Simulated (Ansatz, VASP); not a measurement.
Two plane-wave programs on InAuC2N2

```
CELL_PARAMETERS angstrom
4.35828 0.10896 0.19959
2.04462 3.85117 0.13797
1.62497 1.17124 9.44758
ATOMIC_POSITIONS crystal
In 0.50000 0.50000 0.50000
C 0.92924 0.92953 0.21104
C 0.07076 0.07047 0.78896
Au 0.00000 0.00000 0.00000
N 0.88739 0.88772 0.33676
N 0.11261 0.11228 0.66324
```

Alike in both runs: functional PBE; k mesh 6 × 6 × 4; occupations gaussian, width 0.02 eV; no spin polarisation.

Ansatz relaxed the structure, and its values are those at the end. VASP's run is a single point on that final structure, the one shown.

|  | VASP | Ansatz |
| --- | --- | --- |
| version | VASP 6.6.1 | Ansatz 0.2.0 |
| potentials or method | VASP PAW PBE potentials, release 64 (In_d, C, Au, N), cutoff 520 eV | scalar-relativistic, plane waves, PAW |
| valence electrons in the cell | 42 | 50 |

Ansatz gave:

```
gap on the k mesh at the Fermi level (eV) : 2.84
least direct gap on the mesh (eV)         : 3.01
pressure (GPa)                            : 0.0
rms of the force components (eV/Å)        : 0.000
```

Problem. Estimate VASP's values.

Solution. gap on the k mesh at the Fermi level (eV): 2.83; least direct gap on the mesh (eV): 3.02; pressure (GPa): 0.2; rms of the force components (eV/Å): 0.174.

One of these differences is far larger than is usual between the two programs; its cause wasn't traced. VASP's potentials hold 42 valence electrons a cell and Ansatz's 50, so a difference there can come from the potentials and not from the codes.

Spin-orbit coupling is off throughout. Noted on VASP's run: the standard files for N, O and F lose accuracy on very short bonds.
